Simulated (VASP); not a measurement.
A run of VASP 6.6.1 is set up as follows.

File INCAR:

```
PREC     = Accurate       # precision mode
ENCUT    = 520            # plane-wave cutoff, eV
EDIFF    = 1E-6           # SCF threshold, eV
ISMEAR   = -1             # smearing method
SIGMA    = 0.1            # smearing width, eV
LREAL    = F              # projectors in reciprocal space
LASPH    = T              # aspherical terms in the spheres
NELM     = 150            # most SCF steps
ALGO     = Normal         # electronic algorithm
ISIF     = 2              # what is computed and relaxed
LWAVE    = F              # write WAVECAR
LCHARG   = T              # write CHGCAR
ISPIN    = 2              # spin polarisation
MAGMOM   = 2.5 2.5        # initial moments
LORBIT   = 11             # projections on sites
LMAXMIX  = 4              # l up to which the mixer works
GGA      = PE             # functional
LELF     = T              # ELF
LVHAR    = T            
NBANDS   = 19             # bands
```

Contents of KPOINTS:

```
regular mesh
0
Gamma
  17 17 10
```

POSCAR

```
Fe
1.0
   -1.4156766678      1.4156766678      1.4156766678
    1.4156766678     -1.4156766678      1.4156766678
    2.8313533356      2.8313533356      0.0000000000
Fe
2
Direct
    0.0000000000      0.0000000000      0.0000000000
    0.5000000000      0.5000000000      0.5000000000
```

Potentials or basis: VASP PAW PBE potentials, release 64 (Fe).

Command:

```console
$ cat potpaw_PBE.64/Fe/POTCAR > POTCAR
$ mpirun -np 1 vasp_std > vasp.out
```

(1) Estimate the pressure.

(2) What does it give for the net moment?

Results:

(1) -0.1 GPa.

(2) 4.35 μB per cell.
